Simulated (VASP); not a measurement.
# H17ClO8 in VASP: a series of runs

H17ClO8 is run at these levels: r2SCAN; tasks: single point.

Everything below comes from runs of VASP 6.6.1. Logs are shortened: lines on timing, memory, paths and dates and some standing lists are left out, and cuts for length are marked.

### Step 1. The cell of the first run

The cell holds an amorphous packing of atoms, 26 atoms: a = 6.398 Å, b = 6.398 Å, c = 6.398 Å, α = 90.00°, β = 90.00°, γ = 90.00°.

### Step 2. Single point, r2SCAN

POSCAR

```
H17ClO8
1.0
    6.3980140000      0.0000000000      0.0000000000
    0.0000000000      6.3980140000      0.0000000000
    0.0000000000      0.0000000000      6.3980140000
O H Cl
8 17 1
Direct
    0.9723642368      0.2591272854      0.3813214538
    0.3895583848      0.3399492405      0.1505779762
    0.3421217897      0.7705672416      0.0207251813
    0.1098309569      1.0851492354      0.9974657761
    0.6159255044     -0.0313847391      0.7951217362
    0.1075958883      0.5347284329      0.6033122153
    0.1322754217      0.8757873928      0.4286642699
    0.5498112383      0.2644414345      0.5035625117
    0.8263658066      0.2543914408      0.4258977864
    0.9787099559      0.2938880721      0.2315249701
    0.5155974963      0.3801023255      0.0660204870
    0.2800087652      0.2385427728      0.0933258352
    0.4816025723      0.7730211281     -0.0512033891
    0.3236473068      0.6247563697      0.0586119380
    0.0437479505      1.1617198712      0.8885257206
    0.1805716586      0.9557497061      0.9529519629
    0.7086261456      0.0382775030      0.8919486578
    0.5819930997      0.0598310663      0.6784917945
    0.1021410707      0.6694733710      0.5205521588
    0.0570176933      0.4097990408      0.5119557413
    0.0665050123      1.0168311604      0.4278046281
    0.2435755845      0.8818205149      0.3128783401
    0.5378387731      0.3631751978      0.6110021016
    0.4758507874      0.3007495764      0.3695990662
    1.0043272803      0.5567821515      0.7129087245
    0.7967003511      0.4580014986      0.9425737424
```

INCAR.step1

```
ALGO = Normal
EDIFF = 1E-4
ENCUT = 520
GGA = PE
ISMEAR = -1
LASPH = T
LCHARG = F
LREAL = Auto
LWAVE = T
NBANDS = 55
NELM = 60
PREC = Accurate
SIGMA = 0.02
```

INCAR.step2

```
ALGO = Normal
EDIFF = 1E-7
ENCUT = 520
ISIF = 2
ISMEAR = -1
ISTART = 1
LASPH = T
LCHARG = F
LMIXTAU = T
LREAL = Auto
LWAVE = F
METAGGA = R2SCAN
NBANDS = 55
NELM = 60
PREC = Accurate
SIGMA = 0.02
```

KPOINTS

```
k-points
0
Gamma
  1 1 1
```

Potentials or basis: VASP PAW PBE potentials, release 64 (O, H, Cl).

Command:

```console
> cat potpaw_PBE.64/O/POTCAR potpaw_PBE.64/H/POTCAR potpaw_PBE.64/Cl/POTCAR > POTCAR
> cp INCAR.step1 INCAR
> mpirun -np 1 vasp_gam > vasp.out
> cp INCAR.step2 INCAR
> mpirun -np 1 vasp_gam > vasp.out
```

OUTCAR:

```text
EDIFF = 1E-7
   ENCUT = 520
   ISIF = 2
   ISMEAR = -1
   ISTART = 1
   LASPH = T
   LREAL = Auto
   METAGGA = R2SCAN
   NELM = 60
   PREC = Accurate

 ion  position               nearest neighbor table
   1  0.972  0.259  0.381-   9 0.98  10 0.98  20 1.39
   2  0.390  0.340  0.151-  11 1.00  12 1.02
   3  0.342  0.771  0.021-  14 0.97  13 1.00
   4  0.110  0.085  0.997-  15 0.95  16 0.99
   5  0.616  0.969  0.795-  17 0.97  18 0.97
   6  0.108  0.535  0.603-  25 0.97  19 1.01  20 1.04
   7  0.132  0.876  0.429-  21 1.00  22 1.03
   8  0.550  0.264  0.504-  23 0.94  24 1.01
   9  0.826  0.254  0.426-   1 0.98
  10  0.979  0.294  0.232-   1 0.98
  11  0.516  0.380  0.066-   2 1.00
  12  0.280  0.239  0.093-   2 1.02
  13  0.482  0.773  0.949-   3 1.00
  14  0.324  0.625  0.059-   3 0.97
  15  0.044  0.162  0.889-   4 0.95
  16  0.181  0.956  0.953-   4 0.99
  17  0.709  0.038  0.892-   5 0.97
  18  0.582  0.060  0.678-   5 0.97
  19  0.102  0.669  0.521-   6 1.01
  20  0.057  0.410  0.512-   6 1.04   1 1.39
  21  0.067  0.017  0.428-   7 1.00
  22  0.244  0.882  0.313-   7 1.03
  23  0.538  0.363  0.611-   8 0.94
  24  0.476  0.301  0.370-   8 1.01
  25  0.004  0.557  0.713-   6 0.97
  26  0.797  0.458  0.943-

  LATTYP: Found a simple cubic cell.
 ALAT       =     6.3980140000

  Lattice vectors:

 A1 = (   6.3980140000,   0.0000000000,   0.0000000000)
 A2 = (   0.0000000000,   6.3980140000,   0.0000000000)
 A3 = (   0.0000000000,   0.0000000000,   6.3980140000)

Analysis of symmetry for initial positions (statically):
=====================================================================
 Subroutine PRICEL returns:
 Original cell was already a primitive cell.

 Routine SETGRP: Setting up the symmetry group for a
 simple cubic supercell.

 Subroutine GETGRP returns: Found  1 space group operations
 (whereof  1 operations were pure point group operations)
 out of a pool of 48 trial point group operations.

The static configuration has the point symmetry C_1 .

Analysis of symmetry for dynamics (positions and initial velocities):
=====================================================================
 Subroutine PRICEL returns:
 Original cell was already a primitive cell.

 Routine SETGRP: Setting up the symmetry group for a
 simple cubic supercell.

 Subroutine GETGRP returns: Found  1 space group operations
 (whereof  1 operations were pure point group operations)
 out of a pool of 48 trial point group operations.

The dynamic configuration has the point symmetry C_1 .

 Subroutine INISYM returns: Found  1 space group operations
 (whereof  1 operations are pure point group operations),
 and found     1 'primitive' translations

----------------------------------------------------------------------------------------

                                     Primitive cell

  volume of cell :     261.9000

  direct lattice vectors                    reciprocal lattice vectors
     6.398014000  0.000000000  0.000000000     0.156298501  0.000000000  0.000000000
     0.000000000  6.398014000  0.000000000     0.000000000  0.156298501  0.000000000
     0.000000000  0.000000000  6.398014000     0.000000000  0.000000000  0.156298501

  length of vectors
     6.398014000  6.398014000  6.398014000     0.156298501  0.156298501  0.156298501

  position of ions in fractional coordinates (direct lattice)
     0.972364237  0.259127285  0.381321454
     0.389558385  0.339949240  0.150577976
     0.342121790  0.770567242  0.020725181
     0.109830957  0.085149235  0.997465776
     0.615925504  0.968615261  0.795121736
     0.107595888  0.534728433  0.603312215
[... 18 lines left out ...]
     0.004327280  0.556782152  0.712908724
     0.796700351  0.458001499  0.942573742

  ion indices of the primitive-cell ions
   primitive index   ion index
                 1           1
                 2           2
                 3           3
                 4           4
                 5           5
                 6           6
[... 18 lines left out ...]
                25          25
                26          26

----------------------------------------------------------------------------------------

 KPOINTS: k-points

Automatic generation of k-mesh.
 Grid dimensions read from file:
 generate k-points for:    1    1    1

 Generating k-lattice:

  Cartesian coordinates                     Fractional coordinates (reciprocal lattice)
     0.156298501  0.000000000  0.000000000     1.000000000  0.000000000  0.000000000
     0.000000000  0.156298501  0.000000000     0.000000000  1.000000000  0.000000000
     0.000000000  0.000000000  0.156298501     0.000000000  0.000000000  1.000000000

  Length of vectors
     0.156298501  0.156298501  0.156298501

  Shift w.r.t. Gamma in fractional coordinates (k-lattice)
     0.000000000  0.000000000  0.000000000

 Subroutine IBZKPT returns following result:
 ===========================================

 Found      1 irreducible k-points:

 Following reciprocal coordinates:
            Coordinates               Weight
  0.000000  0.000000  0.000000      1.000000
   k-points           NKPTS =      1   k-points in BZ     NKDIM =      1   number of bands    NBANDS=     55
   number of dos      NEDOS =    301   number of ions     NIONS =     26
   total plane-waves  NPLWV = 110592
   dimension x,y,z NGX =    48 NGY =   48 NGZ =   48
   dimension x,y,z NGXF=    96 NGYF=   96 NGZF=   96
   ions per type =               8  17   1
   NGX,Y,Z   is equivalent  to a cutoff of  12.47, 12.47, 12.47 a.u.
   NGXF,Y,Z  is equivalent  to a cutoff of  24.94, 24.94, 24.94 a.u.
 SYSTEM =  unknown system
   PREC   = accura    normal or accurate (medium, high low for compatibility)
   ISTART =      1    job   : 0-new  1-cont  2-samecut
   ICHARG =      0    charge: 1-file 2-atom 10-const
   ISPIN  =      1    spin polarized calculation?
   LNONCOLLINEAR =      F non collinear calculations
   LSORBIT =      F    spin-orbit coupling
   LASPH  =      T    aspherical Exc in radial PAW
   ENCUT  =  520.0 eV  38.22 Ry    6.18 a.u.  11.90 11.90 11.90*2*pi/ulx,y,z
   NELM   =     60;   NELMIN=  2; NELMDL=  0     # of ELM steps
   EDIFF  = 0.1E-06   stopping-criterion for ELM
   LREAL  =      T    real-space projection
   EDIFFG = 0.1E-05   stopping-criterion for IOM
   NSW    =      0    number of steps for IOM
   IBRION =     -1    ionic relax: 0-MD 1-quasi-New 2-CG
   NFREE  =      0    steps in history (QN), initial steepest desc. (CG)
   ISIF   =      2    stress and relaxation
   ISYM   =      2    0-nonsym 1-usesym 2-fastsym
   POTIM  = 0.5000    time-step for ionic-motion
   TEBEG  =    0.0;   TEEND  =   0.0 temperature during run
   PSTRESS=    0.0 pullay stress
   NELECT =      72.0000    total number of electrons
   NUPDOWN=      -1.0000    fix difference up-down
   EMIN   =  10.00;   EMAX   =-10.00  energy-range for DOS
   EFERMI =   0.00;   METHOD = LEGACY
   ISMEAR =    -1;   SIGMA  =   0.02  broadening in eV -4-tet -1-fermi 0-gaus
   EFERMI_NEDOS =   21; number of points for ismear=-14 and -15
   IALGO  =     38    algorithm
   IMIX   =      4    mixing-type and parameters
     AMIX     =   0.40;   BMIX     =  1.00
     AMIX_MAG =   1.60;   BMIX_MAG =  1.00
  volume/ion in A,a.u.               =      10.07        67.98
  Fermi-wavevector in a.u.,A,eV,Ry     =   1.064487  2.011589 15.417213  1.133133
  Thomas-Fermi vector in A             =   2.200007
   LORBIT       =      0    0 simple, 1 ext, 2 COOP (PROOUT), +10 PAW based schemes
   METAGGA = R2SCAN    functional components
   LHFCALC =     F    Hartree Fock is set to
   AEXX    =    0.0000 exact exchange contribution
   IVDW    =     0    specifies the selected vdW correction
   LEPSILON=     F    determine dielectric tensor
   LRPA    =     F    only Hartree local field effects (RPA)
 non-spin polarized calculation
  energy-cutoff  :      520.00
  volume of cell :      261.90
 maximum number of plane-waves:      3538
 NGX is ok and might be reduce to    48
   NGX = 23   NGY = 23   NGZ = 23

 number of electron      72.0000004 magnetization

 Free energy of the ion-electron system (eV)
  ---------------------------------------------------
  ext. energy  EPLUGINS =         0.00000000
  ---------------------------------------------------
  free energy    TOTEN  =      -137.11797962 eV

  energy without entropy =     -137.11797962  energy(sigma->0) =     -137.11797962

 E-fermi :  -2.8106     XC(G=0):  -7.3742

 val. band max:       -3.2940338746   @ k =   0.0000   0.0000   0.0000
 cond. band min:       1.9576894200   @ k =   0.0000   0.0000   0.0000
 fundamental gap:      5.2517232946
 Fermi energy:        -2.8105588276

 k-point     1 :       0.0000    0.0000    0.0000
  band No.  band energies     occupation
      1     -25.6819      2.00000
      2     -24.3972      2.00000
      3     -23.5406      2.00000
      4     -23.2300      2.00000
      5     -22.8838      2.00000
      6     -22.7268      2.00000
[... 40 lines left out ...]
     47       7.7429      0.00000
     48       7.9194      0.00000
 [bands above 48 left out]

------------------------ aborting loop because EDIFF is reached ----------------------------------------

  FORCE on cell =-STRESS in cart. coord.  units (eV):
  Direction    XX          YY          ZZ          XY          YZ          ZX
  --------------------------------------------------------------------------------------
  -------------------------------------------------------------------------------------
  Total       -2.0899423      3.6935860      0.9366789     -0.5427160     -0.0693350      1.4730092
  in kB      -12.7852528     22.5955666      5.7301470     -3.3200731     -0.4241576      9.0111557
  external PRESSURE =       5.1801536 kB  Pullay stress =       0.0000000 kB

 VOLUME and BASIS-vectors are now :
 -----------------------------------------------------------------------------
  energy-cutoff  :      520.00
  volume of cell :      261.90
      direct lattice vectors                 reciprocal lattice vectors
     6.398014000  0.000000000  0.000000000     0.156298501  0.000000000  0.000000000
     0.000000000  6.398014000  0.000000000     0.000000000  0.156298501  0.000000000
     0.000000000  0.000000000  6.398014000     0.000000000  0.000000000  0.156298501

 POSITION                                       TOTAL-FORCE (eV/Angst)
 -----------------------------------------------------------------------------------
      6.22120      1.65790      2.43970         0.237707     -0.147601     -0.203305
      2.49240      2.17500      0.96340        -0.319552      0.410589      0.189685
      2.18890      4.93010      0.13260         1.142531     -0.750162     -0.197038
      0.70270      0.54479      6.38180         0.030965      0.207885      0.681985
      3.94070      6.19721      5.08720         0.306577     -0.662929      0.263993
      0.68840      3.42120      3.86000         0.468592     -0.061652      0.188289
[... 18 lines left out ...]
      0.02769      3.56230      4.56120        -0.562576     -0.363463      1.005084
      5.09730      2.93030      6.03060         0.122173      0.055413     -0.095451
 -----------------------------------------------------------------------------------
    total drift:                                0.000083      0.002968     -0.005135

  FREE ENERGIE OF THE ION-ELECTRON SYSTEM (eV)
  ---------------------------------------------------
  free  energy   TOTEN  =      -137.1179796167 eV

  energy  without entropy=     -137.1179796167  energy(sigma->0) =     -137.11797962
```

Run time: 61 s. Hardware: 1 thread of Intel Xeon 6975P-C (Granite Rapids), shared host; peak memory 0.33 GiB.

What came out:

```yaml
Free_energy: -137.1180 eV
Pressure: 0.5 GPa
Largest_force: 2.417 eV/Å
Band_gap_on_the_k_mesh: 5.25 eV
```

Forces in eV/Å, atoms in the order of the input:
```
O    0.238 -0.148 -0.203
O   -0.320  0.411  0.190
O    1.143 -0.750 -0.197
O    0.031  0.208  0.682
O    0.307 -0.663  0.264
O    0.469 -0.062  0.188
O    1.617  0.666 -1.668
O    0.958 -1.460 -0.885
H   -0.868  0.048 -0.166
H   -0.382 -0.168  0.330
H   -0.856 -0.868  0.052
H    1.203  0.379 -0.471
H   -1.160  0.629  0.261
H   -0.271 -0.108  0.159
H   -0.290  0.171 -0.646
H    0.113 -0.043  0.003
H   -0.112  0.255 -0.326
H    0.074  0.285 -0.015
H    0.441  0.898 -0.457
H   -0.046  0.058 -0.323
H    0.194 -0.732 -0.172
H   -1.602 -0.269  1.466
H   -0.282  1.375  0.890
H   -0.158  0.197  0.133
H   -0.563 -0.363  1.005
Cl   0.122  0.055 -0.095
```

Stress tensor (GPa, compression positive):
```
-1.28 -0.33  0.90
-0.33  2.26 -0.04
 0.90 -0.04  0.57
```

Levels at points of the mesh, in eV from the valence-band top:
| k point | band 34 | band 35 | band 36 | band 37 | band 38 | band 39 |
| --- | --- | --- | --- | --- | --- | --- |
| (0.00, 0.00, 0.00) | -0.35 | -0.25 | 0.00 | 5.25 | 8.39 | 8.47 |

Caveat: the k points lie up to 0.98 Å⁻¹ apart; the PAW data sets were made with another functional, which shifts forces and pressure a little.

### Step 3. Single point, r2SCAN

POSCAR

```
H17ClO8
1.0
    6.3980140000      0.0000000000      0.0000000000
    0.0000000000      6.3980140000      0.0000000000
    0.0000000000      0.0000000000      6.3980140000
O H Cl
8 17 1
Direct
    0.9537490853      0.2483114291      0.3733502302
    0.3855571432      0.3618466605      0.1513750986
    0.3219592830      0.7530461796      0.0422787446
    0.1047356258      1.1077343688      0.9783192097
    0.6192390326     -0.0589401649      0.8053592881
    0.0988588021      0.5603770170      0.6176916774
    0.1414032542      0.8754122764      0.4168324733
    0.5829621504      0.2515780678      0.5143939979
    0.8022176882      0.2420751189      0.4037502888
    0.9560310434      0.2672079180      0.2193805765
    0.5149723023      0.3117529908      0.0811189222
    0.2901837977      0.2504214589      0.0930757576
    0.4254445208      0.8228334605     -0.0499217413
    0.3603930845      0.6057504719      0.0574865888
    0.1026724856      1.1594691728      0.8374161107
    0.1514532478      0.9592976821      0.9875251914
    0.7544684960      0.0128164771      0.8401200748
    0.5735998702      0.0306501361      0.6964348624
    0.0951545276      0.7108924738      0.5440907131
    0.0593309111      0.4678014146      0.5019370073
    0.0602530723      1.0125173218      0.3904336564
    0.1993118490      0.8104546192      0.2792741623
    0.5895735771      0.3743505407      0.5972947230
    0.4754600412      0.2803369921      0.4095177035
    0.9917296211      0.5200051141      0.7392450220
    0.8020145001      0.4655194565      0.9383067933
```

INCAR.step1

```
PREC = Accurate
ENCUT = 520
ISMEAR = -1
SIGMA = 0.02
LREAL = Auto
LASPH = T
NELM = 60
NBANDS = 55
GGA = PE
ALGO = Normal
EDIFF = 1E-4
LWAVE = T
LCHARG = F
```

INCAR.step2

```
PREC = Accurate
ENCUT = 520
EDIFF = 1E-6
ISMEAR = -1
SIGMA = 0.02
LREAL = Auto
LASPH = T
NELM = 60
ALGO = Normal
ISIF = 2
LWAVE = F
LCHARG = F
METAGGA = R2SCAN
LMIXTAU = T
NBANDS = 55
ISTART = 1
```

KPOINTS

```
Automatic mesh
0
Gamma
  1 1 1
```

Potentials or basis: VASP PAW PBE potentials, release 64 (O, H, Cl).

Command:

```console
> cat potpaw_PBE.64/O/POTCAR potpaw_PBE.64/H/POTCAR potpaw_PBE.64/Cl/POTCAR > POTCAR
> cp INCAR.step1 INCAR
> mpirun -np 1 vasp_gam > vasp.out
> cp INCAR.step2 INCAR
> mpirun -np 1 vasp_gam > vasp.out
```

Run time: 67 s. Hardware: 1 thread of Intel Xeon 6975P-C (Granite Rapids), shared host; peak memory 0.33 GiB.

The run converged. Its results:

- Free energy: -137.1800 eV
- Pressure: -0.5 GPa
- Largest force: 2.102 eV/Å
- Band gap on the k mesh: 4.81 eV

Forces on the atoms (eV/Å):
```
O    0.430 -0.031 -1.236
O    0.494 -1.917 -0.707
O   -0.157  0.735 -0.317
O    0.174 -0.805  0.537
O    1.767  0.315  1.006
O   -0.278 -0.565  0.383
O    0.075  0.142 -1.631
O   -0.592 -0.710 -0.417
H   -0.108  0.036  0.484
H    0.154  0.023  0.570
H   -0.214  0.943  0.467
H   -0.276  0.824  0.405
H    0.185 -0.367  0.520
H   -0.125 -0.146 -0.003
H    0.046 -0.250 -0.191
H   -0.069  0.493 -0.484
H   -1.301 -0.973  0.193
H   -0.679  0.727 -1.153
H    0.098  0.535  0.186
H   -0.178 -0.792 -0.224
H    0.650 -1.205  0.147
H   -0.498  1.319  1.406
H    0.201  0.919  0.951
H   -0.064  0.037 -0.401
H    0.240  0.720 -0.273
Cl   0.026 -0.007 -0.214
```

Stress tensor (GPa, compression positive):
```
-0.06 -0.35  0.73
-0.35 -0.41 -0.73
 0.73 -0.73 -0.90
```

Levels at points of the mesh, in eV from the valence-band top:
```tsv
k point	band 34	band 35	band 36	band 37	band 38	band 39
(0.00, 0.00, 0.00)	-0.57	-0.28	0.00	4.81	7.63	8.22
```

Caveat: the k points lie up to 0.98 Å⁻¹ apart; the PAW data sets were made with another functional, which shifts forces and pressure a little.
